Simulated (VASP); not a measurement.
Wanted: the native input for a VASP 6.6.1 run.

```yaml
Task: single point
Functional: PBE
Dispersion: D3(BJ)
Potentials_or_basis: VASP PAW PBE potentials, release 64 (Ti_sv)
Cutoff: 520 eV
k_mesh: 11 × 11 × 11
Occupations: fermi-dirac, width 0.05 eV
Spin: no spin polarisation
Dipole_correction: no
Further_INCAR_settings: ALGO = Normal; EDIFF = 1e-06; NBANDS = 12
```

The structure of Ti lies in POSCAR:

```
Ti
1.0
   -1.5968293048      1.5968293048      1.5968293048
    1.5968293048     -1.5968293048      1.5968293048
    1.5968293048      1.5968293048     -1.5968293048
Ti
1
Direct
    0.0000000000      0.0000000000      0.0000000000
```

One way to write it, as run:

INCAR

```
SYSTEM = Ti
PREC     = Accurate       ! precision mode
ENCUT    = 520            ! plane-wave cutoff, eV
EDIFF    = 1E-6           ! SCF threshold, eV
ISMEAR   = -1             ! smearing method
SIGMA    = 0.05           ! smearing width, eV
LREAL    = .FALSE.        ! projectors in reciprocal space
LASPH    = .TRUE.         ! aspherical terms in the spheres
NELM     = 60             ! most SCF steps
ALGO     = Normal         ! electronic algorithm
ISIF     = 2              ! what is computed and relaxed
LWAVE    = .FALSE.        ! write WAVECAR
LCHARG   = .FALSE.        ! write CHGCAR
GGA      = PE             ! functional
IVDW     = 12             ! dispersion correction
NBANDS   = 12             ! bands
```

KPOINTS

```
regular mesh
0
G
  11 11 11
  0 0 0
```

Potentials or basis: VASP PAW PBE potentials, release 64 (Ti_sv).

Run with:

```bash
$ cat potpaw_PBE.64/Ti_sv/POTCAR > POTCAR
$ mpirun -np 1 vasp_std > vasp.out
```

Results of the run:

```yaml
Pressure: -0.3 GPa
Band_gap_on_the_k_mesh: zero (band 6 reaches 9.84 eV, above the bottom of band 7 at 8.12 eV)
Dispersion_energy_per_atom: -0.643 eV
```

Caveat: pairwise dispersion overbinds metals, which lowers pressure and volume.

It took 4 s on 1 thread of Intel(R) Xeon(R) 6975P-C (Granite Rapids) (shared host), peak memory 0.14 GiB.
